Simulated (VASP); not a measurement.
# ZnS (P6_3mc) in VASP: notebook, part 2 of 3

VASP 6.6.1. Earlier steps stand in the parts before.

## Step 3: Single point, PBE (atoms displaced along a vibrational mode)

Input file INCAR:

```
ALGO = Normal ; EDIFF = 1E-7
ENCUT = 520 ; GGA = PE
ISIF = 2 ; ISMEAR = 0
LASPH = True ; LCHARG = False
LREAL = False ; LWAVE = False
NBANDS = 46 ; NELM = 100
PREC = Accurate ; SIGMA = 0.05
```

Input file KPOINTS:

```
k-points
0
Gamma
  12 12 2
```

Input file POSCAR:

```
ZnS
1.0
    3.8467234474      0.0000000000      0.0000000000
   -1.9233617237      3.3313602268      0.0000000000
    0.0000000000      0.0000000000     12.5902250312
Zn S
4 4
Direct
    0.0000000000      0.0000000000     -0.0178206595
    0.0000000000      0.0000000000      0.4821793405
    0.3333333333      0.6666666667      0.2678600685
    0.6666666667      0.3333333333      0.7678600685
    0.0000000000      0.0000000000      0.1831390708
    0.0000000000      0.0000000000      0.6831390708
    0.3333333333      0.6666666667      0.4418583652
    0.6666666667      0.3333333333      0.9418583652
```

Potentials or basis: VASP PAW PBE potentials, release 64 (Zn, S).

On the command line:

```bash
$ cat potpaw_PBE.64/Zn/POTCAR potpaw_PBE.64/S/POTCAR > POTCAR
$ mpirun -np 1 vasp_std > vasp.out
```

OUTCAR:

```text
EDIFF = 1E-7
   ENCUT = 520
   GGA = PE
   ISIF = 2
   ISMEAR = 0
   LASPH = True
   LREAL = False
   NELM = 100
   PREC = Accurate

 ion  position               nearest neighbor table
   1  0.000  0.000  0.982-   8 2.28   8 2.28   8 2.28   5 2.53
   2  0.000  0.000  0.482-   7 2.28   7 2.28   7 2.28   6 2.53
   3  0.333  0.667  0.268-   7 2.19   5 2.46   5 2.46   5 2.46
   4  0.667  0.333  0.768-   8 2.19   6 2.46   6 2.46   6 2.46
   5  0.000  0.000  0.183-   3 2.46   3 2.46   3 2.46   1 2.53
   6  0.000  0.000  0.683-   4 2.46   4 2.46   4 2.46   2 2.53
   7  0.333  0.667  0.442-   3 2.19   2 2.28   2 2.28   2 2.28
   8  0.667  0.333  0.942-   4 2.19   1 2.28   1 2.28   1 2.28

  LATTYP: Found a hexagonal cell.
 ALAT       =     3.8467234474
 C/A-ratio  =     3.2729737927

  Lattice vectors:

 A1 = (   3.8467234474,   0.0000000000,   0.0000000000)
 A2 = (  -1.9233617237,   3.3313602268,   0.0000000000)
 A3 = (   0.0000000000,   0.0000000000,  12.5902250312)

Analysis of symmetry for initial positions (statically):
=====================================================================
 Subroutine PRICEL returns:
 Original cell was already a primitive cell.

 Routine SETGRP: Setting up the symmetry group for a
 hexagonal supercell.

 Subroutine GETGRP returns: Found 12 space group operations
 (whereof  6 operations were pure point group operations)
 out of a pool of 24 trial point group operations.

The static configuration has the point symmetry C_3v.
 The point group associated with its full space group is C_6v.

Analysis of symmetry for dynamics (positions and initial velocities):
=====================================================================
 Subroutine PRICEL returns:
 Original cell was already a primitive cell.

 Routine SETGRP: Setting up the symmetry group for a
 hexagonal supercell.

 Subroutine GETGRP returns: Found 12 space group operations
 (whereof  6 operations were pure point group operations)
 out of a pool of 24 trial point group operations.

The dynamic configuration has the point symmetry C_3v.
 The point group associated with its full space group is C_6v.

 Subroutine INISYM returns: Found 12 space group operations
 (whereof  6 operations are pure point group operations),
 and found     1 'primitive' translations

----------------------------------------------------------------------------------------

                                     Primitive cell

  volume of cell :     161.3415

  direct lattice vectors                    reciprocal lattice vectors
     3.846723447  0.000000000  0.000000000     0.259961501  0.150088842  0.000000000
    -1.923361724  3.331360227  0.000000000     0.000000000  0.300177685  0.000000000
     0.000000000  0.000000000 12.590225031     0.000000000  0.000000000  0.079426698

  length of vectors
     3.846723447  3.846723447 12.590225031     0.300177685  0.300177685  0.079426698

[... 46 lines left out ...]

 Following reciprocal coordinates:
            Coordinates               Weight
  0.000000  0.000000  0.000000      1.000000
  0.083333  0.000000  0.000000      6.000000
  0.166667  0.000000  0.000000      6.000000
  0.250000  0.000000  0.000000      6.000000
  0.333333  0.000000  0.000000      6.000000
  0.416667  0.000000  0.000000      6.000000
[... 16 lines left out ...]
  0.250000  0.000000  0.500000      6.000000
  0.333333  0.000000  0.500000      6.000000
 [... further k-points ...]
   k-points           NKPTS =     38   k-points in BZ     NKDIM =     38   number of bands    NBANDS=     46
   number of dos      NEDOS =    301   number of ions     NIONS =      8
   total plane-waves  NPLWV =  86400
   dimension x,y,z NGX =    30 NGY =   30 NGZ =   96
   dimension x,y,z NGXF=    60 NGYF=   60 NGZF=  192
   ions per type =               4   4
   NGX,Y,Z   is equivalent  to a cutoff of  12.97, 12.97, 12.68 a.u.
   NGXF,Y,Z  is equivalent  to a cutoff of  25.93, 25.93, 25.35 a.u.
 SYSTEM =  unknown system
   PREC   = accura    normal or accurate (medium, high low for compatibility)
   ISTART =      0    job   : 0-new  1-cont  2-samecut
   ICHARG =      2    charge: 1-file 2-atom 10-const
   ISPIN  =      1    spin polarized calculation?
   LNONCOLLINEAR =      F non collinear calculations
   LSORBIT =      F    spin-orbit coupling
   LASPH  =      T    aspherical Exc in radial PAW
   ENCUT  =  520.0 eV  38.22 Ry    6.18 a.u.   7.15  7.15 23.41*2*pi/ulx,y,z
   NELM   =    100;   NELMIN=  2; NELMDL= -5     # of ELM steps
   EDIFF  = 0.1E-06   stopping-criterion for ELM
   LREAL  =      F    real-space projection
   EDIFFG = 0.1E-05   stopping-criterion for IOM
   NSW    =      0    number of steps for IOM
   IBRION =     -1    ionic relax: 0-MD 1-quasi-New 2-CG
   NFREE  =      0    steps in history (QN), initial steepest desc. (CG)
   ISIF   =      2    stress and relaxation
   ISYM   =      2    0-nonsym 1-usesym 2-fastsym
   POTIM  = 0.5000    time-step for ionic-motion
   TEBEG  =    0.0;   TEEND  =   0.0 temperature during run
   PSTRESS=    0.0 pullay stress
   NELECT =      72.0000    total number of electrons
   NUPDOWN=      -1.0000    fix difference up-down
   EMIN   =  10.00;   EMAX   =-10.00  energy-range for DOS
   EFERMI =   0.00;   METHOD = LEGACY
   ISMEAR =     0;   SIGMA  =   0.05  broadening in eV -4-tet -1-fermi 0-gaus
   EFERMI_NEDOS =   21; number of points for ismear=-14 and -15
   IALGO  =     38    algorithm
   IMIX   =      4    mixing-type and parameters
     AMIX     =   0.40;   BMIX     =  1.00
     AMIX_MAG =   1.60;   BMIX_MAG =  1.00
  volume/ion in A,a.u.               =      20.17       136.10
  Fermi-wavevector in a.u.,A,eV,Ry     =   1.251037  2.364118 21.294406  1.565095
  Thomas-Fermi vector in A             =   2.385004
   LORBIT       =      0    0 simple, 1 ext, 2 COOP (PROOUT), +10 PAW based schemes
   GGA     = PE    functional components
   LHFCALC =     F    Hartree Fock is set to
   AEXX    =    0.0000 exact exchange contribution
   IVDW    =     0    specifies the selected vdW correction
   LEPSILON=     F    determine dielectric tensor
   LRPA    =     F    only Hartree local field effects (RPA)
 non-spin polarized calculation
 Gauss-broadening in eV      SIGMA  =   0.05
  energy-cutoff  :      520.00
  volume of cell :      161.34
 maximum number of plane-waves:      4389
 NGX is ok and might be reduce to    30
   NGX = 15   NGY = 15   NGZ = 47

 number of electron      72.0000038 magnetization

 Free energy of the ion-electron system (eV)
  ---------------------------------------------------
  ext. energy  EPLUGINS =         0.00000000
  ---------------------------------------------------
  free energy    TOTEN  =       -26.51456563 eV

  energy without entropy =      -26.51456563  energy(sigma->0) =      -26.51456563

 E-fermi :   2.5825     XC(G=0):  -9.5301

 val. band max:        2.3121034694   @ k =   0.0000   0.0000   0.0000
 cond. band min:       3.7103193942   @ k =   0.0000   0.0000   0.0000
 fundamental gap:      1.3982159248
 Fermi energy:         2.5824747995

 k-point     1 :       0.0000    0.0000    0.0000
  band No.  band energies     occupation
      1     -11.7542      2.00000
      2     -11.6896      2.00000
      3      -9.7400      2.00000
      4      -9.5970      2.00000
      5      -5.0358      2.00000
      6      -5.0358      2.00000
[... 1165 lines left out ...]
     45       9.3016      0.00000
     46       9.3017      0.00000

 [... further k-points ...]

------------------------ aborting loop because EDIFF is reached ----------------------------------------

  FORCE on cell =-STRESS in cart. coord.  units (eV):
  Direction    XX          YY          ZZ          XY          YZ          ZX
  --------------------------------------------------------------------------------------
  -------------------------------------------------------------------------------------
  Total        1.0734799      1.0734799      1.4390845      0.0000000      0.0000000      0.0000000
  in kB       10.6600304     10.6600304     14.2906122      0.0000000      0.0000000      0.0000000
  external PRESSURE =      11.8702243 kB  Pullay stress =       0.0000000 kB

 VOLUME and BASIS-vectors are now :
 -----------------------------------------------------------------------------
  energy-cutoff  :      520.00
  volume of cell :      161.34
      direct lattice vectors                 reciprocal lattice vectors
     3.846723447  0.000000000  0.000000000     0.259961501  0.150088842  0.000000000
    -1.923361724  3.331360227  0.000000000     0.000000000  0.300177685  0.000000000
     0.000000000  0.000000000 12.590225031     0.000000000  0.000000000  0.079426698

 POSITION                                       TOTAL-FORCE (eV/Angst)
 -----------------------------------------------------------------------------------
      0.00000      0.00000     12.36586         0.000000     -0.000000      1.435007
      0.00000      0.00000      6.07075        -0.000000     -0.000000      1.435007
     -0.00000      2.22091      3.37242         0.000000      0.000000     -2.444230
      1.92336      1.11045      9.66753        -0.000000     -0.000000     -2.444230
      0.00000      0.00000      2.30576        -0.000000     -0.000000      0.591677
      0.00000      0.00000      8.60087        -0.000000      0.000000      0.591677
     -0.00000      2.22091      5.56310        -0.000000     -0.000000      0.417546
      1.92336      1.11045     11.85821         0.000000     -0.000000      0.417546
 -----------------------------------------------------------------------------------
    total drift:                               -0.000001     -0.000001      0.000555

  FREE ENERGIE OF THE ION-ELECTRON SYSTEM (eV)
  ---------------------------------------------------
  free  energy   TOTEN  =       -26.5145656288 eV

  energy  without entropy=      -26.5145656288  energy(sigma->0) =      -26.51456563
```

It took 12 min on 1 thread of Intel Xeon 8259CL, shared host; peak memory 0.4 GiB.

Results:

- Free energy: -26.5146 eV
- Pressure: 1.2 GPa
- Largest force: 2.444 eV/Å
- Band gap on the k mesh: 1.40 eV

Forces on the atoms (eV/Å):
```
Zn   0.000  0.000  1.435
Zn   0.000  0.000  1.435
Zn   0.000  0.000 -2.444
Zn   0.000  0.000 -2.444
S    0.000  0.000  0.592
S    0.000  0.000  0.592
S    0.000  0.000  0.418
S    0.000  0.000  0.418
```

Levels at points of the mesh, in eV from the valence-band top:
| k point | band 33 | band 34 | band 35 | band 36 | band 37 | band 38 | band 39 | band 40 |
| --- | --- | --- | --- | --- | --- | --- | --- | --- |
| (0.00, 0.00, 0.00) | -0.14 | -0.14 | 0.00 | 0.00 | 1.40 | 2.27 | 2.84 | 3.74 |
| (0.50, 0.00, 0.00) | -1.54 | -1.45 | -1.06 | -0.79 | 2.63 | 2.79 | 3.26 | 3.59 |
| (0.00, 0.00, 0.50) | -0.07 | -0.07 | -0.07 | -0.07 | 1.99 | 1.99 | 3.23 | 3.23 |
| (0.50, 0.00, 0.50) | -1.69 | -1.69 | -0.92 | -0.92 | 2.89 | 2.89 | 3.72 | 3.72 |

Caveat: the cell differs from its parent crystal (atoms displaced along a vibrational mode); forces of over 1 eV/Å act on the atoms, so gaps and moduli don't describe the material at rest. A k mesh can miss the band edges.

## Step 4: Single point, PBE (atoms displaced along a vibrational mode)

Input file INCAR:

```
ALGO = Normal
EDIFF = 1E-7
ENCUT = 520
GGA = PE
ISIF = 2
ISMEAR = 0
LASPH = True
LCHARG = True
LELF = True
LREAL = False
LVHAR = True
LWAVE = False
NBANDS = 46
NELM = 100
PREC = Accurate
SIGMA = 0.05
```

KPOINTS is that of step 3.

Input file POSCAR:

```
ZnS
1.0
    3.8467234474      0.0000000000      0.0000000000
   -1.9233617237      3.3313602268      0.0000000000
    0.0000000000      0.0000000000     12.5902250312
Zn S
4 4
Direct
    0.0000000000      0.0000000000     -0.0237776619
    0.0000000000      0.0000000000      0.4762223381
    0.3333333333      0.6666666667      0.2738052536
    0.6666666667      0.3333333333      0.7738052536
    0.0000000000      0.0000000000      0.1817555284
    0.0000000000      0.0000000000      0.6817555284
    0.3333333333      0.6666666667      0.4432660065
    0.6666666667      0.3333333333      0.9432660065
```

On the command line:

```bash
$ cat potpaw_PBE.64/Zn/POTCAR potpaw_PBE.64/S/POTCAR > POTCAR
$ mpirun -np 1 vasp_std > vasp.out
```

It took 10 min on 1 thread of Intel Xeon 8259CL, shared host; peak memory 0.4 GiB.

It converged, with:

```yaml
Free_energy: -25.8315 eV
Pressure: 2.0 GPa
Largest_force: 3.526 eV/Å
Band_gap_on_the_k_mesh: 1.03 eV
```

Forces in eV/Å, atoms in the order of the input:
```
Zn   0.000  0.000  1.685
Zn   0.000  0.000  1.685
Zn   0.000  0.000 -3.526
Zn   0.000  0.000 -3.526
S    0.000  0.000  0.903
S    0.000  0.000  0.903
S    0.000  0.000  0.938
S    0.000  0.000  0.938
```

Stress tensor (GPa, compression positive):
```
1.66 0.00 0.00
0.00 1.66 0.00
0.00 0.00 2.61
```

Levels at points of the mesh, in eV from the valence-band top:
```tsv
k point	band 33	band 34	band 35	band 36	band 37	band 38	band 39	band 40
(0.00, 0.00, 0.00)	-0.11	-0.11	0.00	0.00	1.03	1.82	2.72	3.70
(0.50, 0.00, 0.00)	-1.72	-1.48	-1.00	-0.76	2.26	2.46	2.80	3.42
(0.00, 0.00, 0.50)	-0.06	-0.06	-0.06	-0.06	1.56	1.56	3.15	3.15
(0.50, 0.00, 0.50)	-1.80	-1.80	-0.88	-0.88	2.49	2.49	3.44	3.44
```

Caveat: the cell differs from its parent crystal (atoms displaced along a vibrational mode); forces of over 1 eV/Å act on the atoms, so gaps and moduli don't describe the material at rest.

[end of part 2 of 3]
